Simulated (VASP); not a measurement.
Input of a VASP 6.6.1 run:

File POSCAR:

```
GaN
1.0
    3.1800000000      0.0000000000      0.0000000000
   -1.5900000000      2.7539607800      0.0000000000
    0.0000000000      0.0000000000      5.1660000000
Ga N
2 2
Direct
    0.3333333300      0.6666666700      0.0000000000
    0.6666666700      0.3333333300      0.5000000000
    0.3333333300      0.6666666700      0.3750000000
    0.6666666700      0.3333333300      0.8750000000
```

INCAR.step1

```
SYSTEM = GaN
PREC = Accurate ; ENCUT = 600
ISMEAR = 0 ; SIGMA = 0.01
LREAL = .False. ; LASPH = .True.
NELM = 80 ; GGA = PE
ALGO = Normal ; EDIFF = 1E-4
LWAVE = .True. ; LCHARG = .False.
```

The input INCAR.step2:

```
SYSTEM = GaN
PREC = Accurate ; ENCUT = 600
EDIFF = 1E-6 ; ISMEAR = 0
SIGMA = 0.01 ; LREAL = .False.
LASPH = .True. ; NELM = 80
ALGO = Normal ; ISIF = 3
LWAVE = .False. ; LCHARG = .False.
METAGGA = R2SCAN ; LMIXTAU = .True.
IVDW = 13 ; VDW_S6 = 1.0
VDW_S8 = 0.6018749 ; VDW_A1 = 0.51559235
VDW_A2 = 5.77342911 ; IBRION = 2
NSW = 80 ; EDIFFG = -0.01
ISTART = 1
```

The input KPOINTS:

```
regular mesh
0
Gamma
  12 12 4
  0 0 0
```

Potentials or basis: VASP PAW PBE potentials, release 64 (Ga_d, N).

Command:

```console
$ cat potpaw_PBE.64/Ga_d/POTCAR potpaw_PBE.64/N/POTCAR > POTCAR
$ cp INCAR.step1 INCAR
$ mpirun -np 1 vasp_std > vasp.out
$ cp INCAR.step2 INCAR
$ mpirun -np 1 vasp_std > vasp.out
```

Problem. Predict the relaxed cell.

Solution. a = 3.177 Å, b = 3.177 Å, c = 5.181 Å, α = 90.00°, β = 90.00°, γ = 120.00°.

Problem. What does it give for the space group after relaxing (to 0.05 Å)?

Solution. P6_3mc (No. 186).

Problem. What does it give for the relaxed volume?

Solution. 11.32 Å³/atom.

Problem. Estimate the band gap on the k mesh.

Solution. 2.37 eV, direct.

Step by step:
```csv
step,energy change (eV),largest force (eV/Å),pressure (GPa),volume (Å³)
1,0.0000,0.1449,0.19,45.24
2,-0.0002,0.1087,-0.16,45.33
3,-0.0018,0.0118,-0.01,45.29
4,-0.0018,0.0074,-0.01,45.29
```

Caveat: the PAW data sets were made with another functional, which shifts forces and pressure a little. r2SCAN opens gaps a little over a GGA but as a rule still falls short of measured ones.
